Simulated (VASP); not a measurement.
Write the native input for VASP 6.6.1 that does the following.

* Task: single point
* Functional: LDA
* Potentials or basis: VASP PAW LDA potentials, release 64 (Cu)
* Cutoff: 520 eV
* k mesh: 24 × 24 × 24
* Occupations: gaussian, width 0.15 eV
* Spin: no spin polarisation
* Dipole correction: no
* Further INCAR settings: ALGO = Fast; EDIFF = 1e-06; NBANDS = 12

The structure of Cu lies in POSCAR:

```
Cu
1.0
   -1.4788631530      1.4788631530      1.3760814500
    1.4788631530     -1.4788631530      1.3760814500
    1.4788631530      1.4788631530     -1.3760814500
Cu
1
Direct
    0.0000000000      0.0000000000      0.0000000000
```

This cell differs from its parent crystal: strain +0.0250 x Voigt [1, 1, 0, 0, 0, 0].

One way to write it, as run:

INCAR

```
SYSTEM = Cu
ALGO = Fast
EDIFF = 1E-6
ENCUT = 520
ISIF = 2
ISMEAR = 0
LASPH = .TRUE.
LCHARG = .FALSE.
LREAL = .FALSE.
LWAVE = .FALSE.
NBANDS = 12
NELM = 80
PREC = Accurate
SIGMA = 0.15
```

KPOINTS

```
k-points
0
G
  24 24 24
  0 0 0
```

Potentials or basis: VASP PAW LDA potentials, release 64 (Cu).

The run is started by

```bash
$ cat potpaw_LDA.64/Cu/POTCAR > POTCAR
$ mpirun -np 1 vasp_std > vasp.out
```

Results of the run:

| Item | Value |
| --- | --- |
| Pressure | -13.1 GPa |
| Band gap on the k mesh | zero (an odd number of electrons rules out a gap without spin polarisation) |

Caveat: the cell differs from its parent crystal (strain +0.0250 x Voigt [1, 1, 0, 0, 0, 0]); the cell stands under tension.

Run time: 59 s on 1 thread of Intel(R) Xeon(R) 6975P-C (Granite Rapids), with other jobs on the host, peak memory 0.25 GiB.
